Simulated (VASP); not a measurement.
# CdSe (F-43m) in VASP: notebook

The runs below take CdSe through single point, with r2SCAN+D3(BJ), BLYP+D4, RPBE.

Everything below comes from runs of VASP 6.6.1. Logs are shortened: lines on timing, memory, paths and dates and some standing lists are left out, and cuts for length are marked.

## (1) The cell of the first run

The structure is cubic, space group F-43m (No. 216). The conventional cell has a = 6.261 Å, b = 6.261 Å, c = 6.261 Å, α = 90.00°, β = 90.00°, γ = 90.00°. Cd (site symmetry -43m) has 4 Se at 2.71 Å within 3.6 Å. Se (site symmetry -43m) has 4 Cd at 2.71 Å within 3.6 Å.

## (2) Single point, r2SCAN+D3(BJ)

Input file POSCAR:

```
CdSe
1.0
    0.0000000000      3.1304878824      3.1304878824
    3.1304878824      0.0000000000      3.1304878824
    3.1304878824      3.1304878824      0.0000000000
Cd Se
1 1
Direct
    0.0000000000      0.0000000000      0.0000000000
    0.2500000000      0.2500000000      0.2500000000
```

Input file INCAR.step1:

```
SYSTEM = CdSe
ALGO = Normal
EDIFF = 1E-4
ENCUT = 520
GGA = PE
ISMEAR = -1
LASPH = .True.
LCHARG = .False.
LREAL = .False.
LWAVE = .True.
NBANDS = 16
NELM = 100
PREC = Accurate
SIGMA = 0.05
```

Input file INCAR.step2:

```
SYSTEM = CdSe
ALGO = Normal
EDIFF = 1E-6
ENCUT = 520
ISIF = 2
ISMEAR = -1
ISTART = 1
IVDW = 12
LASPH = .True.
LCHARG = .True.
LELF = .True.
LMIXTAU = .True.
LREAL = .False.
LVHAR = .True.
LWAVE = .False.
METAGGA = R2SCAN
NBANDS = 16
NELM = 100
PREC = Accurate
SIGMA = 0.05
VDW_A1 = 0.49484001
VDW_A2 = 5.73083694
VDW_S6 = 1.0
VDW_S8 = 0.78981345
```

Input file KPOINTS:

```
k-points
0
Gamma
  8 8 8
  0 0 0
```

Potentials or basis: VASP PAW PBE potentials, release 64 (Cd, Se).

Run with:

```console
> cat potpaw_PBE.64/Cd/POTCAR potpaw_PBE.64/Se/POTCAR > POTCAR
> cp INCAR.step1 INCAR
> mpirun -np 1 vasp_std > vasp.out
> cp INCAR.step2 INCAR
> mpirun -np 1 vasp_std > vasp.out
```

OUTCAR:

```text
SYSTEM = CdSe
   EDIFF = 1E-6
   ENCUT = 520
   ISIF = 2
   ISMEAR = -1
   ISTART = 1
   IVDW = 12
   LASPH = .True.
   LREAL = .False.
   METAGGA = R2SCAN
   NELM = 100
   PREC = Accurate
 IVDW          = 12

 ion  position               nearest neighbor table
   1  0.000  0.000  0.000-   2 2.71   2 2.71   2 2.71   2 2.71
   2  0.250  0.250  0.250-   1 2.71   1 2.71   1 2.71   1 2.71

  LATTYP: Found a face centered cubic cell.
 ALAT       =     6.2609757648

  Lattice vectors:

 A1 = (   0.0000000000,   3.1304878824,   3.1304878824)
 A2 = (   3.1304878824,   0.0000000000,   3.1304878824)
 A3 = (   3.1304878824,   3.1304878824,   0.0000000000)

Analysis of symmetry for initial positions (statically):
=====================================================================
 Subroutine PRICEL returns:
 Original cell was already a primitive cell.

 Routine SETGRP: Setting up the symmetry group for a
 face centered cubic supercell.

 Subroutine GETGRP returns: Found 24 space group operations
 (whereof 24 operations were pure point group operations)
 out of a pool of 48 trial point group operations.

The static configuration has the point symmetry T_d .

Analysis of symmetry for dynamics (positions and initial velocities):
=====================================================================
 Subroutine PRICEL returns:
 Original cell was already a primitive cell.

 Routine SETGRP: Setting up the symmetry group for a
 face centered cubic supercell.

 Subroutine GETGRP returns: Found 24 space group operations
 (whereof 24 operations were pure point group operations)
 out of a pool of 48 trial point group operations.

The dynamic configuration has the point symmetry T_d .

 Subroutine INISYM returns: Found 24 space group operations
 (whereof 24 operations are pure point group operations),
 and found     1 'primitive' translations

----------------------------------------------------------------------------------------

                                     Primitive cell

  volume of cell :      61.3573

  direct lattice vectors                    reciprocal lattice vectors
     0.000000000  3.130487882  3.130487882    -0.159719513  0.159719513  0.159719513
     3.130487882  0.000000000  3.130487882     0.159719513 -0.159719513  0.159719513
     3.130487882  3.130487882  0.000000000     0.159719513  0.159719513 -0.159719513

  length of vectors
     4.427178420  4.427178420  4.427178420     0.276642311  0.276642311  0.276642311

  position of ions in fractional coordinates (direct lattice)
     0.000000000  0.000000000  0.000000000
     0.250000000  0.250000000  0.250000000

  ion indices of the primitive-cell ions
   primitive index   ion index
                 1           1
                 2           2

----------------------------------------------------------------------------------------

 KPOINTS: k-points

Automatic generation of k-mesh.
 Grid dimensions read from file:
 generate k-points for:    8    8    8

 Generating k-lattice:

  Cartesian coordinates                     Fractional coordinates (reciprocal lattice)
    -0.019964939  0.019964939  0.019964939     0.125000000  0.000000000  0.000000000
     0.019964939 -0.019964939  0.019964939     0.000000000  0.125000000  0.000000000
     0.019964939  0.019964939 -0.019964939     0.000000000  0.000000000  0.125000000

  Length of vectors
     0.034580289  0.034580289  0.034580289

  Shift w.r.t. Gamma in fractional coordinates (k-lattice)
     0.000000000  0.000000000  0.000000000

 Subroutine IBZKPT returns following result:
 ===========================================

 Found     29 irreducible k-points:

 Following reciprocal coordinates:
            Coordinates               Weight
  0.000000  0.000000  0.000000      1.000000
  0.125000  0.000000  0.000000      8.000000
  0.250000  0.000000  0.000000      8.000000
  0.375000  0.000000  0.000000      8.000000
  0.500000  0.000000  0.000000      4.000000
  0.125000  0.125000  0.000000      6.000000
[... 16 lines left out ...]
  0.500000  0.250000  0.125000     48.000000
 -0.375000  0.250000  0.125000     24.000000
 [... further k-points ...]
   k-points           NKPTS =     29   k-points in BZ     NKDIM =     29   number of bands    NBANDS=     16
   number of dos      NEDOS =    301   number of ions     NIONS =      2
   total plane-waves  NPLWV =  46656
   dimension x,y,z NGX =    36 NGY =   36 NGZ =   36
   dimension x,y,z NGXF=    72 NGYF=   72 NGZF=   72
   ions per type =               1   1
   NGX,Y,Z   is equivalent  to a cutoff of  13.52, 13.52, 13.52 a.u.
   NGXF,Y,Z  is equivalent  to a cutoff of  27.04, 27.04, 27.04 a.u.
 SYSTEM =  CdSe
   PREC   = accura    normal or accurate (medium, high low for compatibility)
   ISTART =      1    job   : 0-new  1-cont  2-samecut
   ICHARG =      0    charge: 1-file 2-atom 10-const
   ISPIN  =      1    spin polarized calculation?
   LNONCOLLINEAR =      F non collinear calculations
   LSORBIT =      F    spin-orbit coupling
   LASPH  =      T    aspherical Exc in radial PAW
   ENCUT  =  520.0 eV  38.22 Ry    6.18 a.u.   8.23  8.23  8.23*2*pi/ulx,y,z
   NELM   =    100;   NELMIN=  2; NELMDL=  0     # of ELM steps
   EDIFF  = 0.1E-05   stopping-criterion for ELM
   LREAL  =      F    real-space projection
   EDIFFG = 0.1E-04   stopping-criterion for IOM
   NSW    =      0    number of steps for IOM
   IBRION =     -1    ionic relax: 0-MD 1-quasi-New 2-CG
   NFREE  =      0    steps in history (QN), initial steepest desc. (CG)
   ISIF   =      2    stress and relaxation
   ISYM   =      2    0-nonsym 1-usesym 2-fastsym
   POTIM  = 0.5000    time-step for ionic-motion
   TEBEG  =    0.0;   TEEND  =   0.0 temperature during run
   PSTRESS=    0.0 pullay stress
   NELECT =      18.0000    total number of electrons
   NUPDOWN=      -1.0000    fix difference up-down
   EMIN   =  10.00;   EMAX   =-10.00  energy-range for DOS
   EFERMI =   0.00;   METHOD = LEGACY
   ISMEAR =    -1;   SIGMA  =   0.05  broadening in eV -4-tet -1-fermi 0-gaus
   EFERMI_NEDOS =   21; number of points for ismear=-14 and -15
   IALGO  =     38    algorithm
   IMIX   =      4    mixing-type and parameters
     AMIX     =   0.40;   BMIX     =  1.00
     AMIX_MAG =   1.60;   BMIX_MAG =  1.00
  volume/ion in A,a.u.               =      30.68       207.03
  Fermi-wavevector in a.u.,A,eV,Ry     =   1.087786  2.055618 16.099493  1.183279
  Thomas-Fermi vector in A             =   2.223954
   LORBIT       =      0    0 simple, 1 ext, 2 COOP (PROOUT), +10 PAW based schemes
   METAGGA = R2SCAN    functional components
   LHFCALC =     F    Hartree Fock is set to
   AEXX    =    0.0000 exact exchange contribution
   IVDW    =    12    specifies the selected vdW correction
   LEPSILON=     F    determine dielectric tensor
   LRPA    =     F    only Hartree local field effects (RPA)
 non-spin polarized calculation
  energy-cutoff  :      520.00
  volume of cell :       61.36
 maximum number of plane-waves:      1676
 NGX is ok and might be reduce to    36
   NGX = 17   NGY = 17   NGZ = 17

 number of electron      18.0000002 magnetization

 Free energy of the ion-electron system (eV)
  ---------------------------------------------------
  ext. energy  EPLUGINS =         0.00000000
  ---------------------------------------------------
  free energy    TOTEN  =       -35.88715466 eV

  energy without entropy =      -35.88715333  energy(sigma->0) =      -35.88715400

 E-fermi :   0.4783     XC(G=0):  -9.0183

 val. band max:       -0.0092559673   @ k =   0.0000   0.0000   0.0000
 cond. band min:       0.8798641783   @ k =   0.0000   0.0000   0.0000
 fundamental gap:      0.8891201456
 Fermi energy:         0.4782628074

 k-point     1 :       0.0000    0.0000    0.0000
  band No.  band energies     occupation
      1     -12.5632      2.00000
      2      -7.9298      2.00000
      3      -7.9298      2.00000
      4      -7.9298      2.00000
      5      -7.6205      2.00000
      6      -7.6205      2.00000
[... 8 lines left out ...]
     15      11.4365      0.00000
     16      11.4365      0.00000

 k-point     2 :       0.1250    0.0000    0.0000
  band No.  band energies     occupation
      1     -12.5187      2.00000
      2      -7.9157      2.00000
      3      -7.9157      2.00000
      4      -7.8834      2.00000
      5      -7.6210      2.00000
      6      -7.6210      2.00000
[... 8 lines left out ...]
     15      10.6901      0.00000
     16      10.6901      0.00000

 k-point     3 :       0.2500    0.0000    0.0000
  band No.  band energies     occupation
      1     -12.4103      2.00000
      2      -7.8848      2.00000
      3      -7.8848      2.00000
      4      -7.7359      2.00000
      5      -7.6183      2.00000
      6      -7.6183      2.00000
[... 8 lines left out ...]
     15      10.4520      0.00000
     16      10.4520      0.00000

 k-point     4 :       0.3750    0.0000    0.0000
  band No.  band energies     occupation
      1     -12.3010      2.00000
      2      -7.8596      2.00000
      3      -7.8596      2.00000
      4      -7.6087      2.00000
      5      -7.6087      2.00000
      6      -7.5103      2.00000
[... 8 lines left out ...]
     15      11.3183      0.00000
     16      11.3183      0.00000
[... 324 lines left out ...]
 k-point    22 :       0.3750    0.2500    0.1250
  band No.  band energies     occupation
      1     -12.3302      2.00000
      2      -7.8498      2.00000
      3      -7.8338      2.00000
      4      -7.6940      2.00000
      5      -7.6100      2.00000
      6      -7.5780      2.00000
[... 8 lines left out ...]
     15      11.8599      0.00000
     16      12.8629      0.00000

 k-point    23 :       0.5000    0.2500    0.1250
  band No.  band energies     occupation
      1     -12.2434      2.00000
      2      -7.8250      2.00000
      3      -7.8118      2.00000
      4      -7.6518      2.00000
      5      -7.6024      2.00000
      6      -7.4143      2.00000
[... 8 lines left out ...]
     15      12.1629      0.00000
     16      12.8469      0.00000

 k-point    24 :      -0.3750    0.2500    0.1250
  band No.  band energies     occupation
      1     -12.2076      2.00000
      2      -7.8192      2.00000
      3      -7.8024      2.00000
      4      -7.6338      2.00000
      5      -7.6069      2.00000
      6      -7.3078      2.00000
[... 8 lines left out ...]
     15      11.9718      0.00000
     16      12.9124      0.00000

 [... further k-points ...]

------------------------ aborting loop because EDIFF is reached ----------------------------------------

 Edisp (eV)   -0.28235

 E8    (eV) :    -0.0952

  FORCE on cell =-STRESS in cart. coord.  units (eV):
  Direction    XX          YY          ZZ          XY          YZ          ZX
  --------------------------------------------------------------------------------------
  -------------------------------------------------------------------------------------
  Total      -1.27680    -1.27680    -1.27680     0.00000     0.00000    -0.00000
  in kB     -33.34016   -33.34016   -33.34016     0.00000     0.00000    -0.00000
  external pressure =      -33.34 kB  Pullay stress =        0.00 kB

 VOLUME and BASIS-vectors are now :
 -----------------------------------------------------------------------------
  energy-cutoff  :      520.00
  volume of cell :       61.36
      direct lattice vectors                 reciprocal lattice vectors
     0.000000000  3.130487882  3.130487882    -0.159719513  0.159719513  0.159719513
     3.130487882  0.000000000  3.130487882     0.159719513 -0.159719513  0.159719513
     3.130487882  3.130487882  0.000000000     0.159719513  0.159719513 -0.159719513

 POSITION                                       TOTAL-FORCE (eV/Angst)
 -----------------------------------------------------------------------------------
      0.00000      0.00000      0.00000        -0.000000     -0.000000      0.000000
      1.56524      1.56524      1.56524         0.000000      0.000000     -0.000000
 -----------------------------------------------------------------------------------
    total drift:                                0.000000      0.000000      0.000000

  FREE ENERGIE OF THE ION-ELECTRON SYSTEM (eV)
  ---------------------------------------------------
  free  energy   TOTEN  =       -36.1695016931 eV

  energy  without entropy=      -36.1695003670  energy(sigma->0) =      -36.16950103
```

Wall time 2.8 min (1 thread of AMD EPYC 7R43 (Zen 3), shared host); peak memory 0.18 GiB.

What came out:

```yaml
Free_energy: -36.1695 eV
Pressure: -3.3 GPa
Band_gap_on_the_k_mesh: 0.89 eV, direct
Dispersion_energy_per_atom: -0.141 eV
```

Caveat: the PAW data sets were made with another functional, which shifts forces and pressure a little. r2SCAN opens gaps a little over a GGA but as a rule still falls short of measured ones.

## (3) Single point, BLYP+D4

This run uses another cell than the first one, of 28.94 Å³/atom, 0.943 times its volume.

Input file INCAR:

```
AGGAC = 1.0
AGGAX = 1.0
ALDAC = 0.0
ALDAX = 1.0
ALGO = Normal
EDIFF = 1E-6
ENCUT = 520
GGA = B5
ISIF = 2
ISMEAR = -1
IVDW = 13
LASPH = True
LCHARG = False
LREAL = False
LWAVE = False
NBANDS = 16
NELM = 60
PREC = Accurate
SIGMA = 0.05
VDW_A1 = 0.44488865
VDW_A2 = 4.0933009
VDW_S6 = 1.0
VDW_S8 = 2.34076671
```

Input file KPOINTS:

```
k-points
0
Gamma
  8 8 8
```

Input file POSCAR:

```
CdSe
1.0
    0.0000000000      3.0702711986      3.0702711986
    3.0702711986      0.0000000000      3.0702711986
    3.0702711986      3.0702711986      0.0000000000
Cd Se
1 1
Direct
    0.0000000000      0.0000000000      0.0000000000
    0.2500000000      0.2500000000      0.2500000000
```

Potentials or basis: VASP PAW PBE potentials, release 64 (Cd, Se).

Run with:

```console
> cat potpaw_PBE.64/Cd/POTCAR potpaw_PBE.64/Se/POTCAR > POTCAR
> mpirun -np 1 vasp_std > vasp.out
```

Run time: 38 s. Hardware: 1 thread of Intel Xeon Platinum 8259CL at 2.50GHz (Skylake/Cascade Lake), shared host; peak memory 0.18 GiB.

Results (log left out):

* Free energy: -5.6638 eV
* Pressure: 0.6 GPa
* Band gap on the k mesh: 0.50 eV, direct
* Dispersion energy per atom: -0.586 eV

Levels at points of the mesh, in eV from the valence-band top:
```csv
k point,band 6,band 7,band 8,band 9,band 10,band 11,band 12,band 13
"(0.00, 0.00, 0.00)",-7.56,0.00,0.00,0.00,0.50,5.94,5.94,5.94
"(0.50, 0.00, 0.00)",-7.29,-4.21,-0.71,-0.71,2.33,6.46,6.46,7.41
"(0.50, 0.50, 0.00)",-7.23,-3.96,-1.74,-1.74,3.28,3.72,9.05,9.99
```

Caveat: the PAW data sets were made with another functional, which shifts forces and pressure a little.

## (4) Single point, RPBE

This run uses another cell than the first one, of 29.52 Å³/atom, 0.962 times its volume.

Input file INCAR:

```
PREC = Accurate
ENCUT = 520
EDIFF = 1E-6
ISMEAR = -1
SIGMA = 0.05
LREAL = False
LASPH = True
NELM = 100
ALGO = Normal
ISIF = 2
LWAVE = False
LCHARG = False
GGA = RP
NBANDS = 16
```

Input file KPOINTS:

```
regular mesh
0
Gamma
  8 8 8
```

Input file POSCAR:

```
CdSe
1.0
    0.0000000000      3.0906047130      3.0906047130
    3.0906047130      0.0000000000      3.0906047130
    3.0906047130      3.0906047130      0.0000000000
Cd Se
1 1
Direct
    0.0000000000      0.0000000000      0.0000000000
    0.2500000000      0.2500000000      0.2500000000
```

Run with:

```console
> cat potpaw_PBE.64/Cd/POTCAR potpaw_PBE.64/Se/POTCAR > POTCAR
> mpirun -np 1 vasp_std > vasp.out
```

Wall time 31 s (1 thread of Intel Xeon Platinum 8259CL at 2.50GHz (Skylake/Cascade Lake), shared host); peak memory 0.21 GiB.

It converged, with:

```
Free energy            : -4.8557 eV
Pressure               : 2.4 GPa
Band gap on the k mesh : 0.68 eV, direct
```

Levels at points of the mesh, in eV from the valence-band top:
| k point | band 6 | band 7 | band 8 | band 9 | band 10 | band 11 | band 12 | band 13 |
| --- | --- | --- | --- | --- | --- | --- | --- | --- |
| (0.00, 0.00, 0.00) | -7.47 | 0.00 | 0.00 | 0.00 | 0.68 | 6.01 | 6.01 | 6.01 |
| (0.50, 0.00, 0.00) | -7.20 | -4.05 | -0.68 | -0.68 | 2.46 | 6.52 | 6.52 | 7.49 |
| (0.50, 0.50, 0.00) | -7.14 | -3.82 | -1.67 | -1.67 | 3.41 | 3.80 | 9.11 | 10.05 |

Caveat: the PAW data sets were made with another functional, which shifts forces and pressure a little. A hybrid or GW would open this gap; RPBE tends to underestimate it.

## (5) Single point, RPBE

This run uses another cell than the first one, of 30.10 Å³/atom, 0.981 times its volume.

Input file INCAR:

```
SYSTEM = CdSe
PREC = Accurate ; ENCUT = 520
EDIFF = 1E-6 ; ISMEAR = -1
SIGMA = 0.05 ; LREAL = .False.
LASPH = .True. ; NELM = 60
ALGO = Normal ; ISIF = 2
LWAVE = .False. ; LCHARG = .True.
GGA = RP ; LELF = .True.
LVHAR = .True. ; NBANDS = 16
```

Input file KPOINTS:

```
Automatic mesh
0
Gamma
  8 8 8
  0 0 0
```

Input file POSCAR:

```
CdSe
1.0
    0.0000000000      3.1106741371      3.1106741371
    3.1106741371      0.0000000000      3.1106741371
    3.1106741371      3.1106741371      0.0000000000
Cd Se
1 1
Direct
    0.0000000000      0.0000000000      0.0000000000
    0.2500000000      0.2500000000      0.2500000000
```

Run with:

```console
> cat potpaw_PBE.64/Cd/POTCAR potpaw_PBE.64/Se/POTCAR > POTCAR
> mpirun -np 1 vasp_std > vasp.out
```

It took 33 s on 1 thread of Intel Xeon Platinum 8259CL at 2.50GHz (Skylake/Cascade Lake), shared host; peak memory 0.21 GiB.

The run converged. Its results:

```
Free energy            : -4.8698 eV
Pressure               : 1.5 GPa
Band gap on the k mesh : 0.64 eV, direct
```

Levels at points of the mesh, in eV from the valence-band top:
```tsv
k point	band 6	band 7	band 8	band 9	band 10	band 11	band 12	band 13
(0.00, 0.00, 0.00)	-7.43	0.00	0.00	0.00	0.64	6.01	6.01	6.01
(0.50, 0.00, 0.00)	-7.18	-3.95	-0.65	-0.65	2.43	6.51	6.51	7.43
(0.50, 0.50, 0.00)	-7.12	-3.73	-1.61	-1.61	3.44	3.77	9.02	9.93
```

Caveat: the PAW data sets were made with another functional, which shifts forces and pressure a little.

## (6) Overview

| level | cell | gap on the mesh (eV) | pressure (GPa) |
| --- | --- | --- | --- |
| r2SCAN+D3(BJ) | a = 4.427 Å, angles 60.0°, 2 atoms | 0.89 | -3.3 |
| BLYP+D4 | a = 4.342 Å, angles 60.0°, 2 atoms | 0.50 | 0.6 |
| RPBE | a = 4.371 Å, angles 60.0°, 2 atoms | 0.68 | 2.4 |
| RPBE | a = 4.399 Å, angles 60.0°, 2 atoms | 0.64 | 1.5 |

Alike in all rows: task single point; potentials or basis VASP PAW PBE potentials, release 64 (Cd, Se); no spin polarisation; k mesh 8 × 8 × 8; cutoff (eV) 520; smearing fermi-dirac 0.05 eV.

Caveats: the PAW data sets were made with another functional, which shifts forces and pressure a little.

Total energies depend on the potentials used, so only differences within one code and one set of settings carry meaning.
